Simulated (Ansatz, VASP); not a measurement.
## One calculation of Na, two programs

```xyz
2
Lattice="3.7246 0.0000 0.0000 -1.8623 3.2256 0.0000 0.0000 0.0000 6.0338" Properties=species:S:1:pos:R:3 pbc="T T T"
Na    0.0000    2.1504    1.5085
Na    1.8623    1.0752    4.5254
```

Alike in both runs: task relaxation of cell and atoms; functional PBEsol; k mesh 12 × 12 × 7; occupations fermi-dirac, width 0.08 eV; no spin polarisation.

|  | VASP | Ansatz |
| --- | --- | --- |
| version | VASP 6.6.1 | Ansatz 0.2.0 |
| potentials or method | VASP PAW PBE potentials, release 64 (Na_pv) | PAW with Ansatz's default frozen-core files, scalar-relativistic |
| plane-wave cutoff (eV) | 600 | 420 |
| valence electrons in the cell | 14 | 18 |

```csv
,VASP,Ansatz,Ansatz less VASP
relaxed volume (Å³/atom),36.34,36.42,+0.088
relaxed cell length with the largest relative difference (Å),6.041,6.054,+0.0126
```

VASP's potentials were made for PBE, not for PBEsol. VASP's potentials hold 14 valence electrons a cell and Ansatz's 18, so a difference there can come from the potentials and not from the codes.
